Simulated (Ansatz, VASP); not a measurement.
**SiAu3 in VASP and in Ansatz**

The input INCAR:

```
PREC     = Accurate       # precision mode
ENCUT    = 520            # plane-wave cutoff, eV
EDIFF    = 1E-6           # SCF threshold, eV
ISMEAR   = -1             # smearing method
SIGMA    = 0.1            # smearing width, eV
LREAL    = F              # projectors in reciprocal space
LASPH    = T              # aspherical terms in the spheres
NELM     = 60             # most SCF steps
ALGO     = Normal         # electronic algorithm
ISIF     = 2              # what is computed and relaxed
LWAVE    = F              # write WAVECAR
LCHARG   = F              # write CHGCAR
GGA      = PE             # functional
NBANDS   = 26             # bands
```

KPOINTS

```
Automatic mesh
0
Gamma
  6 6 6
```

File POSCAR:

```
SiAu3
1.0
    0.0000000000      3.1956681743      3.1956681743
    3.1956681743      0.0000000000      3.1956681743
    3.1956681743      3.1956681743      0.0000000000
Si Au
1 3
Direct
    0.0000000000      0.0000000000      0.0000000000
    0.2500000000      0.2500000000      0.2500000000
    0.7500000000      0.7500000000      0.7500000000
    0.5000000000      0.5000000000      0.5000000000
```

Input for Ansatz:

```yaml
crystal:
  lattice:
    - [0.0, 3.1956681743273867, 3.1956681743273867]
    - [3.1956681743273867, 0.0, 3.1956681743273867]
    - [3.1956681743273867, 3.1956681743273867, 0.0]
  atoms:
    - { symbol: Si, position: [0.0, 0.0, 0.0] }
    - { symbol: Au, position: [0.25, 0.25, 0.25] }
    - { symbol: Au, position: [0.75, 0.75, 0.75] }
    - { symbol: Au, position: [0.5, 0.5, 0.5] }
basis:
  ecutwfc: 550.0
kpoints:
  mp_grid:
    grid: [6, 6, 6]
hamiltonian:
  xc: pbe
scf:
  max_iter: 80
  occupations:
    method: fermi_dirac
    width: 0.1
output:
  stress: true
```

Alike in both runs: task single point; functional PBE; k mesh 6 × 6 × 6; occupations fermi-dirac, width 0.1 eV; no spin polarisation.

|  | VASP | Ansatz |
| --- | --- | --- |
| version | VASP 6.6.1 | Ansatz 0.2.0 |
| potentials or method | VASP PAW PBE potentials, release 64 (Si, Au), cutoff 520 eV | plane waves, PAW |
| valence electrons in the cell | 37 | 61 |

|  | VASP | Ansatz | Ansatz less VASP |
| --- | --- | --- | --- |
| pressure (GPa) | 11.3 | 11.6 | +0.28 |

VASP's potentials hold 37 valence electrons a cell and Ansatz's 61, so a difference there can come from the potentials and not from the codes.

Spin-orbit coupling is off throughout.
